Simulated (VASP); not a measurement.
A run of VASP 6.6.1 is set up as follows.

INCAR

```
SYSTEM = Li2Pd
PREC = Accurate
ENCUT = 520
EDIFF = 1E-8
ISMEAR = -1
SIGMA = 0.08
LREAL = .False.
LASPH = .True.
NELM = 100
ALGO = Normal
ISIF = 2
LWAVE = .False.
LCHARG = .False.
LEFG = .True.
NBANDS = 15
```

The input KPOINTS:

```
Automatic mesh
0
Gamma
  11 11 15
  0 0 0
```

Contents of POSCAR:

```
Li2Pd
1.0
    4.2546923921      0.0000000000      0.0000000000
   -2.1273461961      3.6846716969      0.0000000000
    0.0000000000      0.0000000000      2.7499925802
Li Pd
2 1
Direct
    0.3333333333      0.6666666667      0.5000000000
    0.6666666667      0.3333333333      0.5000000000
    0.0000000000      0.0000000000      0.0000000000
```

Potentials or basis: VASP PAW LDA potentials, release 64 (Li_sv, Pd).

Run with:

```console
$ cat potpaw_LDA.64/Li_sv/POTCAR potpaw_LDA.64/Pd/POTCAR > POTCAR
$ mpirun -np 1 vasp_std > vasp.out
```

(1) Estimate the band gap on the k mesh.

Answers

(1) zero (band 8 reaches 5.40 eV, above the bottom of band 9 at 3.12 eV).

Caveat: without QUAD_EFG the Cq values of the log hold for a quadrupole moment of 1 mb, not for the nuclei.
